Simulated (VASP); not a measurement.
# HfGa2As2 (P6mm) in VASP: further runs, part 2 of 2

VASP 6.6.1. The steps go on from the part before.

**3. Single point, PBE**

This run uses another cell than the first one.

Input file INCAR:

```
PREC = Accurate
ENCUT = 520
EDIFF = 1E-6
ISMEAR = 0
SIGMA = 0.1
LREAL = False
LASPH = True
NELM = 60
ALGO = Fast
ISIF = 2
LWAVE = False
LCHARG = False
GGA = PE
NBANDS = 31
```

Input file KPOINTS:

```
Automatic mesh
0
Gamma
  6 6 2
```

Input file POSCAR:

```
HfGa2As2
1.0
    4.2122186800      0.0000000000      0.0000000000
   -2.1061093400      3.6478883800      0.0000000000
    0.0000000000      0.0000000000      7.9112628700
Hf Ga As
1 2 2
Direct
    0.0000000000      0.0000000000      0.0357538600
    0.3333333300      0.6666666700      0.9235414800
    0.6666666700      0.3333333300      0.9235414800
    0.3333333300      0.6666666700      0.1993977700
    0.6666666700      0.3333333300      0.1993977700
```

Potentials or basis: VASP PAW PBE potentials, release 64 (Hf_pv, Ga_d, As).

The run is started by

```bash
cat potpaw_PBE.64/Hf_pv/POTCAR potpaw_PBE.64/Ga_d/POTCAR potpaw_PBE.64/As/POTCAR > POTCAR
mpirun -np 1 vasp_std > vasp.out
```

OUTCAR:

```text
PREC = Accurate
   ENCUT = 520
   EDIFF = 1E-6
   ISMEAR = 0
   LREAL = False
   LASPH = True
   NELM = 60
   ISIF = 2
   GGA = PE

 ion  position               nearest neighbor table
   1  0.000  0.000  0.036-   2 2.59   3 2.59   2 2.59   3 2.59   3 2.59   2 2.59   4 2.76   5 2.76
                             5 2.76   4 2.76   5 2.76   4 2.76
   2  0.333  0.667  0.924-   4 2.18   3 2.43   3 2.43   3 2.43   1 2.59   1 2.59   1 2.59
   3  0.667  0.333  0.924-   5 2.18   2 2.43   2 2.43   2 2.43   1 2.59   1 2.59   1 2.59
   4  0.333  0.667  0.199-   2 2.18   5 2.43   5 2.43   5 2.43   1 2.76   1 2.76   1 2.76
   5  0.667  0.333  0.199-   3 2.18   4 2.43   4 2.43   4 2.43   1 2.76   1 2.76   1 2.76

  LATTYP: Found a hexagonal cell.
 ALAT       =     4.2122186800
 C/A-ratio  =     1.8781700265

  Lattice vectors:

 A1 = (   4.2122186800,   0.0000000000,   0.0000000000)
 A2 = (  -2.1061093400,   3.6478883800,   0.0000000000)
 A3 = (   0.0000000000,   0.0000000000,   7.9112628700)

Analysis of symmetry for initial positions (statically):
=====================================================================
 Subroutine PRICEL returns:
 Original cell was already a primitive cell.

 Routine SETGRP: Setting up the symmetry group for a
 hexagonal supercell.

 Subroutine GETGRP returns: Found 12 space group operations
 (whereof 12 operations were pure point group operations)
 out of a pool of 24 trial point group operations.

The static configuration has the point symmetry C_6v.

Analysis of symmetry for dynamics (positions and initial velocities):
=====================================================================
 Subroutine PRICEL returns:
 Original cell was already a primitive cell.

 Routine SETGRP: Setting up the symmetry group for a
 hexagonal supercell.

 Subroutine GETGRP returns: Found 12 space group operations
 (whereof 12 operations were pure point group operations)
 out of a pool of 24 trial point group operations.

The dynamic configuration has the point symmetry C_6v.

 Subroutine INISYM returns: Found 12 space group operations
 (whereof 12 operations are pure point group operations),
 and found     1 'primitive' translations

----------------------------------------------------------------------------------------

                                     Primitive cell

  volume of cell :     121.5621

  direct lattice vectors                    reciprocal lattice vectors
     4.212218680  0.000000000  0.000000000     0.237404578  0.137065597  0.000000000
    -2.106109340  3.647888380  0.000000000     0.000000000  0.274131195  0.000000000
     0.000000000  0.000000000  7.911262870     0.000000000  0.000000000  0.126402070

  length of vectors
     4.212218680  4.212218677  7.911262870     0.274131195  0.274131195  0.126402070

  position of ions in fractional coordinates (direct lattice)
     0.000000000  0.000000000  0.035753860
     0.333333330  0.666666670  0.923541480
     0.666666670  0.333333330  0.923541480
     0.333333330  0.666666670  0.199397770
     0.666666670  0.333333330  0.199397770

  ion indices of the primitive-cell ions
   primitive index   ion index
                 1           1
                 2           2
[... 35 lines left out ...]
  0.500000 -0.000000  0.000000      3.000000
  0.166667  0.166667  0.000000      6.000000
  0.333333  0.166667  0.000000     12.000000
  0.333333  0.333333  0.000000      2.000000
  0.000000  0.000000  0.500000      1.000000
  0.166667  0.000000  0.500000      6.000000
  0.333333  0.000000  0.500000      6.000000
  0.500000 -0.000000  0.500000      3.000000
  0.166667  0.166667  0.500000      6.000000
  0.333333  0.166667  0.500000     12.000000
  0.333333  0.333333  0.500000      2.000000
   k-points           NKPTS =     14   k-points in BZ     NKDIM =     14   number of bands    NBANDS=     31
   number of dos      NEDOS =    301   number of ions     NIONS =      5
   total plane-waves  NPLWV =  61440
   dimension x,y,z NGX =    32 NGY =   32 NGZ =   60
   dimension x,y,z NGXF=    64 NGYF=   64 NGZF=  120
   ions per type =               1   2   2
   NGX,Y,Z   is equivalent  to a cutoff of  12.63, 12.63, 12.61 a.u.
   NGXF,Y,Z  is equivalent  to a cutoff of  25.26, 25.26, 25.22 a.u.
 SYSTEM =  unknown system
   PREC   = accura    normal or accurate (medium, high low for compatibility)
   ISTART =      0    job   : 0-new  1-cont  2-samecut
   ICHARG =      2    charge: 1-file 2-atom 10-const
   ISPIN  =      1    spin polarized calculation?
   LNONCOLLINEAR =      F non collinear calculations
   LSORBIT =      F    spin-orbit coupling
   LASPH  =      T    aspherical Exc in radial PAW
   ENCUT  =  520.0 eV  38.22 Ry    6.18 a.u.   7.83  7.83 14.71*2*pi/ulx,y,z
   NELM   =     60;   NELMIN=  2; NELMDL= -5     # of ELM steps
   EDIFF  = 0.1E-05   stopping-criterion for ELM
   LREAL  =      F    real-space projection
   EDIFFG = 0.1E-04   stopping-criterion for IOM
   NSW    =      0    number of steps for IOM
   IBRION =     -1    ionic relax: 0-MD 1-quasi-New 2-CG
   NFREE  =      0    steps in history (QN), initial steepest desc. (CG)
   ISIF   =      2    stress and relaxation
   ISYM   =      2    0-nonsym 1-usesym 2-fastsym
   POTIM  = 0.5000    time-step for ionic-motion
   TEBEG  =    0.0;   TEEND  =   0.0 temperature during run
   PSTRESS=    0.0 pullay stress
   NELECT =      46.0000    total number of electrons
   NUPDOWN=      -1.0000    fix difference up-down
   EMIN   =  10.00;   EMAX   =-10.00  energy-range for DOS
   EFERMI =   0.00;   METHOD = LEGACY
   ISMEAR =     0;   SIGMA  =   0.10  broadening in eV -4-tet -1-fermi 0-gaus
   EFERMI_NEDOS =   21; number of points for ismear=-14 and -15
   IALGO  =     68    algorithm
   IMIX   =      4    mixing-type and parameters
     AMIX     =   0.40;   BMIX     =  1.00
     AMIX_MAG =   1.60;   BMIX_MAG =  1.00
  volume/ion in A,a.u.               =      24.31       164.07
  Fermi-wavevector in a.u.,A,eV,Ry     =   1.184117  2.237657 19.077185  1.402134
  Thomas-Fermi vector in A             =   2.320338
   LORBIT       =      0    0 simple, 1 ext, 2 COOP (PROOUT), +10 PAW based schemes
   GGA     = PE    functional components
   LHFCALC =     F    Hartree Fock is set to
   AEXX    =    0.0000 exact exchange contribution
   IVDW    =     0    specifies the selected vdW correction
   LEPSILON=     F    determine dielectric tensor
   LRPA    =     F    only Hartree local field effects (RPA)
 non-spin polarized calculation
 RMM-DIIS sequential band-by-band and
 Gauss-broadening in eV      SIGMA  =   0.10
  energy-cutoff  :      520.00
  volume of cell :      121.56
 maximum number of plane-waves:      3312
 NGX is ok and might be reduce to    32
   NGX = 15   NGY = 15   NGZ = 29

 number of electron      45.9999990 magnetization

 Free energy of the ion-electron system (eV)
  ---------------------------------------------------
  ext. energy  EPLUGINS =         0.00000000
  ---------------------------------------------------
  free energy    TOTEN  =       -20.30535413 eV

  energy without entropy =      -20.29249405  energy(sigma->0) =      -20.29892409

 E-fermi :   4.0633     XC(G=0):  -8.5630

 val. band max:        4.0220957849   @ k =   0.3333   0.0000   0.5000
 cond. band min:       4.1510086104   @ k =   0.3333   0.3333   0.0000
 fundamental gap:      0.1289128256
 Fermi energy:         4.0632925528

 k-point     1 :       0.0000    0.0000    0.0000
  band No.  band energies     occupation
      1     -26.9039      2.00000
      2     -26.8024      2.00000
      3     -26.8024      2.00000
      4     -12.5983      2.00000
      5     -11.8645      2.00000
      6     -11.8645      2.00000
[... 465 lines left out ...]
     30       9.4844      0.00000
     31       9.8226      0.00000

------------------------ aborting loop because EDIFF is reached ----------------------------------------

  FORCE on cell =-STRESS in cart. coord.  units (eV):
  Direction    XX          YY          ZZ          XY          YZ          ZX
  --------------------------------------------------------------------------------------
  -------------------------------------------------------------------------------------
  Total       27.6174226     27.6174226     23.5335321      0.0000000      0.0000000      0.0000000
  in kB      363.9950369    363.9950363    310.1697441      0.0000000      0.0000000      0.0000000
  external PRESSURE =     346.0532724 kB  Pullay stress =       0.0000000 kB

 VOLUME and BASIS-vectors are now :
 -----------------------------------------------------------------------------
  energy-cutoff  :      520.00
  volume of cell :      121.56
      direct lattice vectors                 reciprocal lattice vectors
     4.212218680  0.000000000  0.000000000     0.237404578  0.137065597  0.000000000
    -2.106109340  3.647888380  0.000000000     0.000000000  0.274131195  0.000000000
     0.000000000  0.000000000  7.911262870     0.000000000  0.000000000  0.126402070

 POSITION                                       TOTAL-FORCE (eV/Angst)
 -----------------------------------------------------------------------------------
      0.00000      0.00000      0.28286        -0.000000     -0.000000      2.237196
     -0.00000      2.43193      7.30638         0.000000      0.000000     -6.071068
      2.10611      1.21596      7.30638        -0.000000     -0.000000     -6.071068
     -0.00000      2.43193      1.57749        -0.000000      0.000000      4.952470
      2.10611      1.21596      1.57749        -0.000000      0.000000      4.952470
 -----------------------------------------------------------------------------------
    total drift:                                0.000000      0.000000     -0.003846

  FREE ENERGIE OF THE ION-ELECTRON SYSTEM (eV)
  ---------------------------------------------------
  free  energy   TOTEN  =       -20.3053541346 eV

  energy  without entropy=      -20.2924940459  energy(sigma->0) =      -20.29892409
```

stdout:

```text
POSCAR found type information on POSCAR HfGaAs
 POSCAR found :  3 types and       5 ions
 scaLAPACK will be used
 LDA part: xc-table for (Slater+PW92), standard interpolation
 POSCAR, INCAR and KPOINTS ok, starting setup
 FFT: planning ... GRIDC
 FFT: planning ... GRID_SOFT
 FFT: planning ... GRID
 WAVECAR not read
 entering main loop
```

Run time: 94 s. Hardware: 1 thread of Oxide Virtual Turin-like, shared host; peak memory 0.23 GiB.

What came out:

```yaml
Free_energy: -20.3054 eV
Pressure: 34.6 GPa
Largest_force: 6.071 eV/Å
Band_gap_on_the_k_mesh: zero (bands 23 and 24 overlap by 0.87 eV)
```

Forces on the atoms (eV/Å):
```
Hf   0.000  0.000  2.237
Ga   0.000  0.000 -6.071
Ga   0.000  0.000 -6.071
As   0.000  0.000  4.952
As   0.000  0.000  4.952
```

Caveat: the k points lie up to 0.40 Å⁻¹ apart, too coarse for converged energies and pressures of a metal; spin-orbit coupling is left out, which moves the levels of the heavy elements; forces of over 1 eV/Å act on the atoms, so gaps and moduli don't describe the material at rest.

**4. Single point, PBE**

This run uses another cell than the first one, of 20.17 Å³/atom.

Input file INCAR:

```
SYSTEM = HfGa2As2
ALGO = Normal
EDIFF = 1E-6
ENCUT = 520
GGA = PE
ISIF = 2
ISMEAR = 0
LASPH = .TRUE.
LCHARG = .FALSE.
LREAL = .FALSE.
LWAVE = .FALSE.
NBANDS = 31
NELM = 100
PREC = Accurate
SIGMA = 0.1
```

Input file KPOINTS:

```
k-points
0
G
  6 6 4
  0 0 0
```

Input file POSCAR:

```
HfGa2As2
1.0
    4.5636165010      0.0000000000      0.0000000000
   -2.2818082505      3.9522078231      0.0000000000
    0.0000000000      0.0000000000      5.5909458598
Hf Ga As
1 2 2
Direct
    0.0000000000      0.0000000000      0.0785439896
    0.3333333333      0.6666666667      0.7885921603
    0.6666666667      0.3333333333      0.7885921603
    0.3333333333      0.6666666667      0.3129520249
    0.6666666667      0.3333333333      0.3129520249
```

Potentials or basis: VASP PAW PBE potentials, release 64 (Hf_pv, Ga_d, As).

The run is started by

```bash
cat potpaw_PBE.64/Hf_pv/POTCAR potpaw_PBE.64/Ga_d/POTCAR potpaw_PBE.64/As/POTCAR > POTCAR
mpirun -np 1 vasp_std > vasp.out
```

OUTCAR:

```text
SYSTEM = HfGa2As2
   EDIFF = 1E-6
   ENCUT = 520
   GGA = PE
   ISIF = 2
   ISMEAR = 0
   LASPH = .TRUE.
   LREAL = .FALSE.
   NELM = 100
   PREC = Accurate

 ion  position               nearest neighbor table
   1  0.000  0.000  0.079-   4 2.94   5 2.94   5 2.94   4 2.94   5 2.94   4 2.94   2 3.09   3 3.09
                             2 3.09   3 3.09   3 3.09   2 3.09
   2  0.333  0.667  0.789-   3 2.63   3 2.63   3 2.63   4 2.66   1 3.09   1 3.09   1 3.09
   3  0.667  0.333  0.789-   2 2.63   2 2.63   2 2.63   5 2.66   1 3.09   1 3.09   1 3.09
   4  0.333  0.667  0.313-   5 2.63   5 2.63   5 2.63   2 2.66   1 2.94   1 2.94   1 2.94
   5  0.667  0.333  0.313-   4 2.63   4 2.63   4 2.63   3 2.66   1 2.94   1 2.94   1 2.94

  LATTYP: Found a hexagonal cell.
 ALAT       =     4.5636165010
 C/A-ratio  =     1.2251129907

  Lattice vectors:

 A1 = (   4.5636165010,   0.0000000000,   0.0000000000)
 A2 = (  -2.2818082505,   3.9522078231,   0.0000000000)
 A3 = (   0.0000000000,   0.0000000000,   5.5909458598)

Analysis of symmetry for initial positions (statically):
=====================================================================
 Subroutine PRICEL returns:
 Original cell was already a primitive cell.

[... 176 lines left out ...]
 fundamental gap:      0.0407850074
 Fermi energy:         5.6473589517

 k-point     1 :       0.0000    0.0000    0.0000
  band No.  band energies     occupation
      1     -26.1142      2.00000
      2     -25.9909      2.00000
      3     -25.9909      2.00000
      4      -9.5154      2.00000
      5      -9.3685      2.00000
      6      -9.3685      2.00000
[... 703 lines left out ...]
     30      10.2340      0.00000
     31      10.2340      0.00000

------------------------ aborting loop because EDIFF is reached ----------------------------------------

  FORCE on cell =-STRESS in cart. coord.  units (eV):
  Direction    XX          YY          ZZ          XY          YZ          ZX
  --------------------------------------------------------------------------------------
  -------------------------------------------------------------------------------------
  Total        0.0875311      0.0875311     -0.0951642      0.0000000      0.0000000      0.0000000
  in kB        1.3907168      1.3907168     -1.5119930      0.0000000      0.0000000      0.0000000
  external PRESSURE =       0.4231469 kB  Pullay stress =       0.0000000 kB

 VOLUME and BASIS-vectors are now :
 -----------------------------------------------------------------------------
  energy-cutoff  :      520.00
  volume of cell :      100.84
      direct lattice vectors                 reciprocal lattice vectors
     4.563616501  0.000000000  0.000000000     0.219124460  0.126511566  0.000000000
    -2.281808251  3.952207823  0.000000000     0.000000000  0.253023132  0.000000000
     0.000000000  0.000000000  5.590945860     0.000000000  0.000000000  0.178860612

 POSITION                                       TOTAL-FORCE (eV/Angst)
 -----------------------------------------------------------------------------------
      0.00000      0.00000      0.43914         0.000000      0.000000      0.038549
     -0.00000      2.63481      4.40898         0.000000      0.000000      0.011058
      2.28181      1.31740      4.40898        -0.000000      0.000000      0.011058
     -0.00000      2.63481      1.74970         0.000000     -0.000000     -0.030332
      2.28181      1.31740      1.74970        -0.000000      0.000000     -0.030332
 -----------------------------------------------------------------------------------
    total drift:                                0.000000      0.000000     -0.000396

  FREE ENERGIE OF THE ION-ELECTRON SYSTEM (eV)
  ---------------------------------------------------
  free  energy   TOTEN  =       -25.4660336155 eV

  energy  without entropy=      -25.4504502668  energy(sigma->0) =      -25.45824194
```

OSZICAR:

```text
N       E                     dE             d eps       ncg     rms          rms(c)
DAV:   1     0.342206594142E+03    0.34221E+03   -0.21371E+04  1372   0.207E+03
DAV:   2     0.167230551229E+02   -0.32548E+03   -0.31203E+03  1389   0.529E+02
DAV:   3    -0.248194621402E+02   -0.41543E+02   -0.40274E+02  1541   0.134E+02
DAV:   4    -0.265611838353E+02   -0.17417E+01   -0.17252E+01  1715   0.286E+01
DAV:   5    -0.265996796395E+02   -0.38496E-01   -0.38414E-01  1605   0.393E+00    0.309E+01
DAV:   6    -0.255213542201E+02    0.10783E+01   -0.24123E+00  1552   0.719E+00    0.210E+01
DAV:   7    -0.254733905333E+02    0.47964E-01   -0.76127E-01  1688   0.517E+00    0.599E+00
DAV:   8    -0.254713413252E+02    0.20492E-02   -0.80193E-02  1671   0.152E+00    0.853E-01
DAV:   9    -0.254657991543E+02    0.55422E-02   -0.22378E-02  1570   0.846E-01    0.428E-01
DAV:  10    -0.254660604213E+02   -0.26127E-03   -0.33512E-03  1605   0.269E-01    0.130E-01
DAV:  11    -0.254660197651E+02    0.40656E-04   -0.27446E-04  1660   0.855E-02    0.105E-01
DAV:  12    -0.254660348454E+02   -0.15080E-04   -0.52733E-05  1562   0.333E-02    0.501E-02
DAV:  13    -0.254660329334E+02    0.19120E-05   -0.39305E-06  1659   0.125E-02    0.789E-03
DAV:  14    -0.254660336155E+02   -0.68205E-06   -0.13945E-06  1198   0.497E-03
   1 F= -.25466034E+02 E0= -.25458242E+02  d E =-.155833E-01
```

It took 98 s on 1 thread of Oxide Virtual Turin-like, shared host; peak memory 0.22 GiB.

Results:

```yaml
Free_energy: -25.4660 eV
Pressure: 0.0 GPa
Largest_force: 0.039 eV/Å
Band_gap_on_the_k_mesh: zero (bands 23 and 24 overlap by 1.35 eV)
```

Forces in eV/Å, atoms in the order of the input:
```
Hf   0.000  0.000  0.039
Ga   0.000  0.000  0.011
Ga   0.000  0.000  0.011
As   0.000  0.000 -0.030
As   0.000  0.000 -0.030
```

Caveat: spin-orbit coupling is left out, which moves the levels of the heavy elements.

**5. The runs side by side**

| cell | k mesh | gap on the mesh (eV) | pressure (GPa) | largest force (eV/Å) |
| --- | --- | --- | --- | --- |
| a = 4.657, b = 4.657, c = 5.410 Å, angles 90.0, 90.0, 120.0°, 5 atoms, atomic positions A | 6 × 6 × 2 | none | 0.1 | 0.01 |
| a = 4.212, b = 4.212, c = 7.911 Å, angles 90.0, 90.0, 120.0°, 5 atoms, atomic positions B | 6 × 6 × 2 | none | 34.6 | 6.07 |
| a = 4.564, b = 4.564, c = 5.591 Å, angles 90.0, 90.0, 120.0°, 5 atoms, atomic positions C | 6 × 6 × 4 | none | 0.0 | 0.04 |

Alike in all rows: task single point; level PBE; potentials or basis VASP PAW PBE potentials, release 64 (Hf_pv, Ga_d, As); no spin polarisation; cutoff (eV) 520; smearing gaussian 0.1 eV.

Caveats: some runs use coarse meshes; spin-orbit coupling is left out, which moves the levels of the heavy elements; forces of over 1 eV/Å act on the atoms, so gaps and moduli don't describe the material at rest (at least some runs).

Total energies depend on the potentials used, so only differences within one code and one set of settings carry meaning.

The gap in the log of VASP goes by the Fermi energy; the results here count the filled bands.